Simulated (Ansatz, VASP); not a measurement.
**One calculation of ZrAl3B3N, two programs**

```
Zr Al B N
1.0
     4.09002    0.00000    0.00000
    -2.04501    3.54206    0.00000
     0.00000    0.00000    6.79132
Zr Al B N
1 3 3 1
Cartesian
  2.0450 1.1807 3.3957
  0.0000 0.0000 4.9856
  0.0000 0.0000 1.8057
  0.0000 2.3614 0.0000
  2.0450 1.1807 5.9386
  2.0450 1.1807 0.8527
  0.0000 2.3614 3.3957
  0.0000 0.0000 0.0000
```

Alike in both runs: functional PBE; k mesh 3 × 3 × 2; occupations gaussian, width 0.15 eV; no spin polarisation.

Ansatz relaxed the structure, and its values are those at the end. VASP's run is a single point on that final structure, the one shown.

|  | VASP | Ansatz |
| --- | --- | --- |
| version | VASP 6.6.1 | Ansatz 0.2.0 |
| potentials or method | VASP PAW PBE potentials, release 64 (Zr_sv, Al, B, N), cutoff 520 eV | scalar-relativistic, plane waves, PAW |
| valence electrons in the cell | 35 | 35 |

|  | VASP | Ansatz | Ansatz less VASP |
| --- | --- | --- | --- |
| gap on the k mesh at the Fermi level (eV) | none | none | - |
| pressure (GPa) | -0.2 | -0.2 | 0.00 |
| rms of the force components (eV/Å) | 0.015 | 0.014 | -0.0013 |

A gap of «none» marks a metal or a gap that the smearing closes.

The k mesh is coarse, so the values compare programs but aren't converged.
